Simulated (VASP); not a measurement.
SnO2: single point with r2SCAN

SnO2:

```xyz
6
Lattice="4.7130 0.0000 0.0000 0.0000 4.7130 0.0000 0.0000 0.0000 3.2236" Properties=species:S:1:pos:R:3 pbc="T T T"
Sn    0.0000    0.0000    0.0000
Sn    2.3565    2.3565    1.6118
O     1.4421    1.4421    0.0000
O     0.9144    3.7986    1.6118
O     3.7986    0.9144    1.6118
O     3.2709    3.2709    0.0000
```

This cell differs from its parent crystal: epitaxial xy strain -1.0%.

| Item | Value |
| --- | --- |
| Program | VASP 6.6.1 |
| Task | single point |
| Functional | r2SCAN |
| Potentials or basis | VASP PAW PBE potentials, release 64 (Sn_d, O) |
| Cutoff | 520 eV |
| k mesh | 6 × 6 × 8 |
| Occupations | gaussian, width 0.01 eV |
| Spin | no spin polarisation |
| Dipole correction | no |
| Further INCAR settings | ALGO = Normal; EDIFF = 1e-06; NBANDS = 35 |

The pressure is 3.3 GPa. The largest force is 0.012 eV/Å and the band gap on the k mesh is 1.90 eV, direct.

Forces in eV/Å, atoms in the order of the input:
```
Sn   0.000  0.000  0.000
Sn   0.000  0.000  0.000
O   -0.008 -0.008  0.000
O    0.008 -0.008  0.000
O   -0.008  0.008  0.000
O    0.008  0.008  0.000
```

Stress tensor (GPa, compression positive):
```
4.28 0.00 0.00
0.00 4.28 0.00
0.00 0.00 1.39
```

Levels at points of the mesh, in eV from the valence-band top:
| k point | band 23 | band 24 | band 25 | band 26 | band 27 | band 28 | band 29 | band 30 |
| --- | --- | --- | --- | --- | --- | --- | --- | --- |
| (0.00, 0.00, 0.00) | -1.25 | -0.76 | -0.76 | 0.00 | 1.90 | 6.77 | 7.00 | 7.00 |
| (0.50, 0.00, 0.00) | -1.20 | -1.20 | -0.61 | -0.61 | 5.13 | 5.13 | 7.76 | 7.76 |
| (0.50, 0.50, 0.00) | -1.33 | -1.33 | -0.90 | -0.90 | 5.53 | 5.53 | 8.24 | 8.24 |
| (0.00, 0.00, 0.50) | -1.71 | -1.71 | -1.28 | -1.28 | 7.01 | 7.01 | 10.67 | 10.67 |
| (0.50, 0.00, 0.50) | -1.11 | -1.11 | -0.63 | -0.63 | 7.31 | 7.31 | 9.05 | 9.05 |
| (0.50, 0.50, 0.50) | -0.95 | -0.95 | -0.84 | -0.84 | 5.68 | 5.68 | 9.72 | 9.72 |

It took 4.9 min on 1 thread of Intel Xeon 6975P-C (shared host), peak memory 0.24 GiB.

Caveat: the cell differs from its parent crystal (epitaxial xy strain -1.0%); the PAW data sets were made with another functional, which shifts forces and pressure a little; spin-orbit coupling is left out, which moves the levels of the heavy elements.
